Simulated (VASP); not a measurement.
A run of VASP 6.6.1:

INCAR

```
ALGO = Normal ; EDIFF = 1E-7
ENCUT = 520 ; GGA = PE
ISIF = 2 ; ISMEAR = 0
ISPIN = 2 ; KPAR = 4
LASPH = True ; LCHARG = True
LDAU = True ; LDAUJ = 0 0 0
LDAUL = -1 2 -1 ; LDAUPRINT = 1
LDAUTYPE = 2 ; LDAUU = 0 2 0
LMAXMIX = 4 ; LORBIT = 11
LREAL = Auto ; LVHAR = True
LWAVE = False ; MAGMOM = 0 0 0 0 0.48 0.48 0.48 0.48 0 0 0 0 0 0 0 0 0 0 0 0 0 0
NBANDS = 131 ; NELM = 150
PREC = Accurate ; SIGMA = 0.05
```

KPOINTS

```
k-points
0
Gamma
  4 4 4
```

POSCAR

```
Lu2Ir2O7
1.0
    0.0000000000      5.0507700000      5.0507700000
    5.0507700000      0.0000000000      5.0507700000
    5.0507700000      5.0507700000      0.0000000000
Lu Ir O
4 4 14
Direct
    0.1250000000      0.6250000000      0.6250000000
    0.6250000000      0.1250000000      0.6250000000
    0.6250000000      0.6250000000      0.1250000000
    0.6250000000      0.6250000000      0.6250000000
    0.6250000000      0.1250000000      0.1250000000
    0.1250000000      0.6250000000      0.1250000000
    0.1250000000      0.1250000000      0.6250000000
    0.1250000000      0.1250000000      0.1250000000
    0.2149066659      0.2149066659      0.7850933341
    0.7850933341      0.7850933341      0.2149066659
    0.2149066659      0.7850933341      0.2149066659
    0.7850933341      0.2149066659      0.7850933341
    0.7850933341      0.2149066659      0.2149066659
    0.2149066659      0.7850933341      0.7850933341
    0.0350933341      0.0350933341      0.4649066659
    0.4649066659      0.4649066659      0.0350933341
    0.0350933341      0.4649066659      0.0350933341
    0.4649066659      0.0350933341      0.4649066659
    0.4649066659      0.0350933341      0.0350933341
    0.0350933341      0.4649066659      0.4649066659
    0.7500000000      0.7500000000      0.7500000000
    0.5000000000      0.5000000000      0.5000000000
```

Potentials or basis: VASP PAW PBE potentials, release 64 (Lu, Ir, O).

Launch:

```console
$ cat potpaw_PBE.64/Lu/POTCAR potpaw_PBE.64/Ir/POTCAR potpaw_PBE.64/O/POTCAR > POTCAR
$ mpirun -np 4 vasp_std > vasp.out
```

Hardware: 4 MPI ranks on Intel(R) Xeon(R) Platinum 8375C CPU @ 2.90GHz (Ice Lake) (shared host).

**Question.** How long does it take, and how much memory?

**Answer.** It took 8.9 min on 4 MPI ranks on Intel(R) Xeon(R) Platinum 8375C CPU @ 2.90GHz (Ice Lake), with other jobs on the host, peak memory 0.79 GiB a rank. Counts: scf iterations 19, k points 8.
